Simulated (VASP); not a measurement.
The system is BAs.

```
B As
1.0
     2.93437    0.00000    0.00000
     0.00000    2.93437    0.00000
     0.00000    0.00000    2.93437
B As
1 1
Direct
  0.50000 0.50000 0.50000
  0.00000 0.00000 0.00000
```

```yaml
Program: VASP 6.6.1
Task: relaxation of cell and atoms
Functional: HSE06
Potentials_or_basis: VASP PAW PBE potentials, release 64 (B, As)
Cutoff: 600 eV
k_mesh: 5 × 5 × 5
Occupations: fermi-dirac, width 0.05 eV
Spin: no spin polarisation
```

At the start: pressure -6.6 GPa; volume 12.63 Å³/atom.

**Question.** How do energy, volume and symmetry change on relaxing?

**Answer.** Over 4 steps the energy falls by 15.1 meV/atom and the volume is 11.90 Å³/atom (-5.8 %); space group Pm-3m (No. 221, to 0.1 Å) before and after.

The path:
```csv
step,energy change (eV),largest force (eV/Å),pressure (GPa),volume (Å³)
1,0.0000,0.0000,-6.59,25.27
2,-0.0275,0.0000,2.34,23.41
3,-0.0302,0.0000,-0.25,23.84
4,-0.0302,0.0000,-0.05,23.80
```

Final structure:
```xyz
2
Lattice="2.8764 0.0000 0.0000 0.0000 2.8764 0.0000 0.0000 0.0000 2.8764" Properties=species:S:1:pos:R:3 pbc="T T T"
B     1.4382    1.4382    1.4382
As    0.0000    0.0000    0.0000
```

Caveat: the k points lie up to 0.44 Å⁻¹ apart in the final cell, too coarse for converged energies and pressures of a metal; the PAW data sets were made with another functional, which shifts forces and pressure a little.
